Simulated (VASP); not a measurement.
## Ta2N: single point with PBE

The system is Ta2N.

```
CELL_PARAMETERS angstrom
3.17867 0.00000 0.00000
-1.58933 2.75281 0.00000
0.00000 0.00000 5.00394
ATOMIC_POSITIONS crystal
Ta 0.66667 0.33333 0.74491
Ta 0.33333 0.66667 0.25509
N 0.00000 0.00000 0.00000
```

This cell differs from its parent crystal: strain +0.025 along x and y, +0.025 along z.

```
Program                : VASP 6.6.1
Task                   : single point
Functional             : PBE
Potentials or basis    : VASP PAW PBE potentials, release 64 (Ta_pv, N)
Cutoff                 : 520 eV
k mesh                 : 18 × 18 × 10
Occupations            : gaussian, width 0.15 eV
Spin                   : no spin polarisation
Dipole correction      : no
Further INCAR settings : ALGO = Normal; EDIFF = 1e-07; NBANDS = 20
```

```yaml
Pressure: -17.5 GPa
Largest_force: 0.332 eV/Å
Band_gap_on_the_k_mesh: zero (an odd number of electrons rules out a gap without spin polarisation)
```

Forces in eV/Å, atoms in the order of the input:
```
Ta   0.000  0.000  0.332
Ta   0.000  0.000 -0.332
N    0.000  0.000  0.000
```

Stress tensor (GPa, compression positive):
```
-17.37   0.00   0.00
  0.00 -17.37   0.00
  0.00   0.00 -17.70
```

Levels at points of the mesh, in eV from the Fermi level:
```csv
k point,band 10,band 11,band 12,band 13,band 14,band 15,band 16,band 17
"(0.00, 0.00, 0.00)",-5.62,-4.98,-0.63,-0.21,-0.21,0.25,0.30,0.30
"(0.50, 0.00, 0.00)",-5.95,-4.16,-2.50,-1.39,1.52,1.74,3.38,3.59
"(0.00, 0.00, 0.50)",-5.77,-2.75,-2.61,-0.98,-0.98,1.56,1.60,2.08
"(0.50, 0.00, 0.50)",-5.73,-3.07,-2.11,-2.07,-0.29,0.66,3.00,3.24
```

Wall time 110 s on 1 thread of AMD EPYC 9R45 96-Core Processor (Zen 5), with other jobs on the host, peak memory 0.34 GiB.

Caveat: the cell differs from its parent crystal (strain +0.025 along x and y, +0.025 along z); the cell stands under tension; spin-orbit coupling is left out, which moves the levels of the heavy elements.
